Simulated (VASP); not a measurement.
A run of VASP 6.6.1:

INCAR

```
SYSTEM = NaF
ALGO     = Normal         ! electronic algorithm
EDIFF    = 1E-7           ! SCF threshold, eV
EDIFFG   = -0.05          ! ionic threshold
ENCUT    = 600            ! plane-wave cutoff, eV
GGA      = PE             ! functional
GGA_COMPAT= .False.      
IBRION   = 2              ! ionic algorithm
ISIF     = 3              ! what is computed and relaxed
ISMEAR   = 0              ! smearing method
LASPH    = .True.         ! aspherical terms in the spheres
LCHARG   = .False.        ! write CHGCAR
LREAL    = .False.        ! projectors in reciprocal space
LWAVE    = .False.        ! write WAVECAR
NELM     = 120            ! most SCF steps
NELMIN   = 4            
NSW      = 80             ! ionic steps
PREC     = Accurate       ! precision mode
PSTRESS  = 1600.0       
SIGMA    = 0.1            ! smearing width, eV
```

KPOINTS

```
k-points
0
Gamma
  8 8 8
  0 0 0
```

The input POSCAR:

```
NaF
1.0
    2.2813877263      0.0000000000      0.0000000000
    0.0000000000      2.2813877263      0.0000000000
    0.0000000000      0.0000000000      2.2813877263
Na F
1 1
Direct
    0.0000000000      0.0000000000      0.0000000000
    0.5000000000      0.5000000000      0.5000000000
```

Potentials or basis: VASP PAW PBE potentials, release 64 (Na_pv, F).

The run is started by

```console
$ cat potpaw_PBE.64/Na_pv/POTCAR potpaw_PBE.64/F/POTCAR > POTCAR
$ mpirun -np 1 vasp_std > vasp.out
```

Hardware: 1 thread of Intel(R) Xeon(R) Platinum 8488C (Sapphire Rapids) (shared host).

How long does it take, and how much memory?

It took 10 s on 1 thread of Intel(R) Xeon(R) Platinum 8488C (Sapphire Rapids) (shared host), peak memory 0.12 GiB. Counts: scf iterations 30, k points 35, ion steps 3.
